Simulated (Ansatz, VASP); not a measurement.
# BAs: VASP beside Ansatz

```
B As
1.0
     3.40279    0.00000    0.00000
     0.00000   10.49517    0.00000
     0.00000    0.00000    5.15537
B As
6 6
Cartesian
  0.0000 6.7768 0.5587
  1.7014 8.9660 4.5967
  0.0000 0.0000 2.0453
  1.7014 1.5292 4.5967
  0.0000 3.7184 0.5587
  1.7014 5.2476 3.1101
  1.7014 6.8130 4.5008
  0.0000 8.9297 0.6546
  1.7014 0.0000 3.2208
  0.0000 1.5654 0.6546
  1.7014 3.6821 4.5008
  0.0000 5.2476 1.9346
```

Alike in both runs: functional PBE; k mesh 8 × 4 × 6; occupations gaussian, width 0.02 eV; no spin polarisation.

Ansatz relaxed the structure, and its values are those at the end. VASP's run is a single point on that final structure, the one shown.

```csv
,VASP,Ansatz
version,VASP 6.6.1,Ansatz 0.2.0
potentials or method,"VASP PAW PBE potentials, release 64 (B, As), cutoff 520 eV","scalar-relativistic, plane waves, PAW"
valence electrons in the cell,48,108
```

Ansatz gave:

* gap on the k mesh at the Fermi level (eV): 0.73
* least direct gap on the mesh (eV): 0.95
* pressure (GPa): 0.0
* rms of the force components (eV/Å): 0.002

What did VASP give for the same quantities?

gap on the k mesh at the Fermi level (eV): 0.72; least direct gap on the mesh (eV): 0.95; pressure (GPa): 0.5; rms of the force components (eV/Å): 0.009.

With one functional, cell and mesh, what is left measures potentials, basis and numerics. VASP's potentials hold 48 valence electrons a cell and Ansatz's 108, so a difference there can come from the potentials and not from the codes.
